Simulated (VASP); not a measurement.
Here is a VASP 6.6.1 calculation.

The input POSCAR:

```
Al26N27
1.0
    0.0000000000      5.9070000000      5.9070000000
    5.9070000000      0.0000000000      5.9070000000
    5.9070000000      5.9070000000      0.0000000000
Al N
26 27
Direct
    0.0000000000      0.0000000000      0.3238289345
    0.0000000000      0.0000000000      0.6761710655
    0.0000000000      0.3238289345      0.0000000000
   -0.0014654322      0.3338218107      0.3338218107
    0.0000000000      0.3238289345      0.6761710655
    0.0000000000      0.6761710655      0.0000000000
    0.0000000000      0.6761710655      0.3238289345
    0.0014654322      0.6661781893      0.6661781893
    0.3238289345      0.0000000000      0.0000000000
    0.3338218107     -0.0014654322      0.3338218107
    0.3238289345      0.0000000000      0.6761710655
    0.3338218107      0.3338218107     -0.0014654322
    0.3338218107      0.3338218107      0.3338218107
    0.3327699162      0.3327699162      0.6672300838
    0.3238289345      0.6761710655      0.0000000000
    0.3327699162      0.6672300838      0.3327699162
    0.3327699162      0.6672300838      0.6672300838
    0.6761710655      0.0000000000      0.0000000000
    0.6761710655      0.0000000000      0.3238289345
    0.6661781893      0.0014654322      0.6661781893
    0.6761710655      0.3238289345      0.0000000000
    0.6672300838      0.3327699162      0.3327699162
    0.6672300838      0.3327699162      0.6672300838
    0.6661781893      0.6661781893      0.0014654322
    0.6672300838      0.6672300838      0.3327699162
    0.6661781893      0.6661781893      0.6661781893
    0.1671562021      0.1671562021      0.1671562021
    0.1671562021      0.1671562021      0.4985313938
    0.1738722614      0.1738722614      0.8261277386
    0.1671562021      0.4985313938      0.1671562021
    0.1655647188      0.5000000000      0.5000000000
    0.1655647188      0.5000000000      0.8344352812
    0.1738722614      0.8261277386      0.1738722614
    0.1655647188      0.8344352812      0.5000000000
    0.1738722614      0.8261277386      0.8261277386
    0.4985313938      0.1671562021      0.1671562021
    0.5000000000      0.1655647188      0.5000000000
    0.5000000000      0.1655647188      0.8344352812
    0.5000000000      0.5000000000      0.1655647188
    0.5000000000      0.5000000000      0.5000000000
    0.5000000000      0.5000000000      0.8344352812
    0.5000000000      0.8344352812      0.1655647188
    0.5000000000      0.8344352812      0.5000000000
    0.5014686062      0.8328437979      0.8328437979
    0.8261277386      0.1738722614      0.1738722614
    0.8344352812      0.1655647188      0.5000000000
    0.8261277386      0.1738722614      0.8261277386
    0.8344352812      0.5000000000      0.1655647188
    0.8344352812      0.5000000000      0.5000000000
    0.8328437979      0.5014686062      0.8328437979
    0.8261277386      0.8261277386      0.1738722614
    0.8328437979      0.8328437979      0.5014686062
    0.8328437979      0.8328437979      0.8328437979
```

The input INCAR.step1:

```
ALGO = Normal
EDIFF = 1E-4
ENCUT = 520
GGA = PE
ISMEAR = -1
LASPH = True
LCHARG = False
LREAL = Auto
LWAVE = True
NBANDS = 138
NELECT = 216.0
NELM = 80
PREC = Accurate
SIGMA = 0.01
```

The input INCAR.step2:

```
ALGO = Normal
EDIFF = 1E-8
ENCUT = 520
ISIF = 2
ISMEAR = -1
ISTART = 1
LASPH = True
LCHARG = False
LEFG = True
LMIXTAU = True
LREAL = Auto
LWAVE = False
METAGGA = R2SCAN
NBANDS = 138
NELECT = 216.0
NELM = 80
PREC = Accurate
SIGMA = 0.01
```

Contents of KPOINTS:

```
k-points
0
Gamma
  3 3 3
```

Potentials or basis: VASP PAW PBE potentials, release 64 (Al, N).

Command:

```bash
$ cat potpaw_PBE.64/Al/POTCAR potpaw_PBE.64/N/POTCAR > POTCAR
$ cp INCAR.step1 INCAR
$ mpirun -np 1 vasp_std > vasp.out
$ cp INCAR.step2 INCAR
$ mpirun -np 1 vasp_std > vasp.out
```

Question: Estimate the largest force.

Answer: 0.195 eV/Å.

Electric field gradients, principal values (V/Å²):
```tsv
atom	least	middle	greatest (by size)
1 Al	0.099	6.392	-6.491
2 Al	0.099	6.392	-6.491
3 Al	0.099	6.392	-6.491
4 Al	0.089	0.089	-0.178
5 Al	0.099	6.392	-6.491
6 Al	0.099	6.392	-6.491
7 Al	0.099	6.392	-6.491
8 Al	0.089	0.089	-0.178
9 Al	0.099	6.392	-6.491
10 Al	0.089	0.089	-0.178
11 Al	0.099	6.392	-6.491
12 Al	0.089	0.089	-0.178
13 Al	0.089	0.089	-0.178
14 Al	9.685	9.685	-19.371
15 Al	0.099	6.392	-6.491
16 Al	9.685	9.685	-19.371
17 Al	9.685	9.685	-19.371
18 Al	0.099	6.392	-6.491
19 Al	0.099	6.392	-6.491
20 Al	0.089	0.089	-0.178
21 Al	0.099	6.392	-6.491
22 Al	9.685	9.685	-19.371
23 Al	9.685	9.685	-19.371
24 Al	0.089	0.089	-0.178
25 Al	9.685	9.685	-19.371
26 Al	0.089	0.089	-0.178
27 N	-1.324	-1.324	2.647
28 N	-1.323	-1.324	2.647
29 N	11.270	11.270	-22.540
30 N	-1.323	-1.324	2.647
31 N	2.565	3.024	-5.590
32 N	2.564	3.024	-5.588
33 N	11.270	11.270	-22.540
34 N	2.564	3.024	-5.588
35 N	11.270	11.270	-22.540
36 N	-1.323	-1.324	2.647
37 N	2.565	3.024	-5.590
38 N	2.564	3.024	-5.588
39 N	2.565	3.024	-5.590
40 N	-0.001	-0.001	0.002
41 N	2.565	3.024	-5.590
42 N	2.564	3.024	-5.588
43 N	2.565	3.024	-5.590
44 N	-1.323	-1.324	2.647
45 N	11.270	11.270	-22.540
46 N	2.564	3.024	-5.588
47 N	11.270	11.270	-22.540
48 N	2.564	3.024	-5.588
49 N	2.565	3.024	-5.590
50 N	-1.323	-1.324	2.647
51 N	11.270	11.270	-22.540
52 N	-1.323	-1.324	2.647
53 N	-1.324	-1.324	2.647
```

Caveat: the cell carries a net charge on a neutralising background, which shifts energy and pressure; the cell differs from its parent crystal (atoms taken out); without QUAD_EFG the Cq values of the log hold for a quadrupole moment of 1 mb, not for the nuclei; the PAW data sets were made with another functional, which shifts forces and pressure a little.
